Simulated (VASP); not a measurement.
Here is a VASP 6.6.1 calculation.

INCAR

```
SYSTEM = HfN
PREC = Accurate
ENCUT = 600
EDIFF = 1E-6
ISMEAR = -1
SIGMA = 0.05
LREAL = .False.
LASPH = .True.
NELM = 120
ALGO = Normal
ISIF = 2
LWAVE = .False.
LCHARG = .False.
NBANDS = 14
GGA_COMPAT = .False.
```

The input KPOINTS:

```
regular mesh
0
Gamma
  10 10 10
  0 0 0
```

File POSCAR:

```
HfN
1.0
    0.0000000000      2.2099462613      2.2099462613
    2.2099462613      0.0000000000      2.2099462613
    2.2099462613      2.2099462613      0.0000000000
Hf N
1 1
Direct
    0.0000000000      0.0000000000      0.0000000000
    0.5000000000      0.5000000000      0.5000000000
```

Potentials or basis: VASP PAW LDA potentials, release 64 (Hf_pv, N).

Command:

```bash
$ cat potpaw_LDA.64/Hf_pv/POTCAR potpaw_LDA.64/N/POTCAR > POTCAR
$ mpirun -np 1 vasp_std > vasp.out
```

Predict the pressure.

9.3 GPa.

Estimate the band gap on the k mesh.

zero (an odd number of electrons rules out a gap without spin polarisation).

Caveat: the cell stands under pressure; spin-orbit coupling is left out, which moves the levels of the heavy elements; an odd number of electrons without spin polarisation forces a metal; a magnetic or distorted state may lie lower.
